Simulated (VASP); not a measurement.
## SrTiO3: single point with HSE06

Crystal: SrTiO3.

```
Sr Ti O
1.0
     3.94592    0.00000    0.00000
     0.00000    3.94592    0.00000
     0.00000    0.00000    3.94592
Sr Ti O
1 1 3
Direct
  0.00000 0.00000 0.00000
  0.50000 0.50000 0.50000
  0.50000 0.50000 0.00000
  0.50000 0.00000 0.50000
  0.00000 0.50000 0.50000
```

This cell differs from its parent crystal: strain +1.0%.

| Quantity | Value |
| --- | --- |
| Program | VASP 6.6.1 |
| Task | single point |
| Functional | HSE06 |
| Potentials or basis | VASP PAW PBE potentials, release 64 (Sr_sv, Ti_sv, O) |
| Cutoff | 520 eV |
| k mesh | 4 × 4 × 4 |
| Occupations | gaussian, width 0.01 eV |
| Spin | no spin polarisation |
| Dipole correction | no |
| Grid for exact exchange (PRECFOCK) | Fast |
| Further INCAR settings | ALGO = Normal; EDIFF = 1e-07; NBANDS = 28 |
| Share of exact exchange | 0.25 |
| Screening parameter | 0.2079 1/Å |

```
Pressure               : -6.3 GPa
Band gap on the k mesh : 3.21 eV (least direct gap 3.60 eV)
```

Levels at points of the mesh, in eV from the valence-band top:
```
           k point  band 18  band 19  band 20  band 21  band 22  band 23
(0.00, 0.00, 0.00)    -0.39    -0.39    -0.39     3.21     3.21     3.21
(0.50, 0.00, 0.00)    -1.99    -0.79    -0.79     3.38     5.22     5.22
(0.50, 0.50, 0.00)    -1.67    -1.67    -0.09     5.23     5.23     5.78
(0.50, 0.50, 0.50)     0.00     0.00     0.00     5.99     5.99     5.99
```

Run time: 44 min on 1 thread of Intel Xeon 8259CL, on a shared host, peak memory 0.3 GiB.

Caveat: the cell differs from its parent crystal (strain +1.0%); the cell stands under tension; the PAW data sets were made with another functional, which shifts forces and pressure a little. A k mesh can miss the band edges.
